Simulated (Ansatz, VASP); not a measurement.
## BN in VASP and in Ansatz

POSCAR

```
BN
1.0
    0.0000000000      1.8120264350      1.8120264350
    1.8120264350      0.0000000000      1.8120264350
    1.8120264350      1.8120264350      0.0000000000
B N
1 1
Direct
    0.0000000000      0.0000000000      0.0000000000
    0.2500000000      0.2500000000      0.2500000000
```

The input INCAR.step1:

```
SYSTEM = BN
PREC     = Accurate       ! precision mode
ENCUT    = 660            ! plane-wave cutoff, eV
ISMEAR   = 0              ! smearing method
SIGMA    = 0.02           ! smearing width, eV
LREAL    = .False.        ! projectors in reciprocal space
LASPH    = .True.         ! aspherical terms in the spheres
NELM     = 120            ! most SCF steps
NBANDS   = 11             ! bands
GGA      = PE             ! functional
ALGO     = Normal         ! electronic algorithm
EDIFF    = 1E-5           ! SCF threshold, eV
LWAVE    = .True.         ! write WAVECAR
LCHARG   = .False.        ! write CHGCAR
GGA_COMPAT= .False.
```

The input INCAR.step2:

```
SYSTEM = BN
PREC     = Accurate       ! precision mode
ENCUT    = 660            ! plane-wave cutoff, eV
EDIFF    = 1E-6           ! SCF threshold, eV
ISMEAR   = 0              ! smearing method
SIGMA    = 0.02           ! smearing width, eV
LREAL    = .False.        ! projectors in reciprocal space
LASPH    = .True.         ! aspherical terms in the spheres
NELM     = 120            ! most SCF steps
ALGO     = Normal         ! electronic algorithm
ISIF     = 2              ! what is computed and relaxed
LWAVE    = .False.        ! write WAVECAR
LCHARG   = .True.         ! write CHGCAR
METAGGA  = R2SCAN         ! meta-GGA
LMIXTAU  = .True.       
LELF     = .True.         ! ELF
LVHAR    = .True.       
NBANDS   = 11             ! bands
ISTART   = 1            
GGA_COMPAT= .False.
```

KPOINTS

```
regular mesh
0
Gamma
  12 12 12
  0 0 0
```

Input for Ansatz:

```yaml
crystal:
  lattice:
    - [0.0, 1.812026435, 1.812026435]
    - [1.812026435, 0.0, 1.812026435]
    - [1.812026435, 1.812026435, 0.0]
  atoms:
    - { symbol: B, position: [0.0, 0.0, 0.0] }
    - { symbol: "N", position: [0.25, 0.25, 0.25] }
basis:
  ecutwfc: 500
kpoints:
  mp_grid: { grid: [12, 12, 12] }
  band_path:
    path:
      - [[0.0, 0.0, 0.0], [-0.5, -0.5, 0.0], [-0.375, -0.375, 0.25]]
      - [[-0.375, 0.0, 0.375], [0.0, 0.0, 0.0], [0.0, 0.0, 0.5], [-0.5, -0.25, 0.25], [-0.5, -0.5, 0.0]]
    npoints: 10
hamiltonian:
  xc: r2scan
  pseudopotentials: { kind: paw, azcp: { folder: soft_1 } }
scf:
  occupations: { method: gaussian, width: 0.02 }
  n_extra_bands: 7
output:
  forces: true
  stress: true
  eigenvalues: true
```

Alike in both runs: task single point; functional r2SCAN; k mesh 12 × 12 × 12; occupations gaussian, width 0.02 eV; no spin polarisation.

|  | VASP | Ansatz |
| --- | --- | --- |
| version | VASP 6.6.1 | Ansatz 0.2.0 |
| potentials or method | VASP PAW PBE potentials, release 64 (B, N), cutoff 660 eV | scalar-relativistic, plane waves, PAW |
| valence electrons in the cell | 8 | 8 |

```csv
,VASP,Ansatz,Ansatz less VASP
gap on the k mesh at the Fermi level (eV),4.97,4.98,+0.011
least direct gap on the mesh (eV),9.49,9.52,+0.029
pressure (GPa),-3.4,-4.8,-1.40
```

VASP's potentials were made for PBE, not for r2SCAN. With one functional, cell and mesh, what is left measures potentials, basis and numerics.
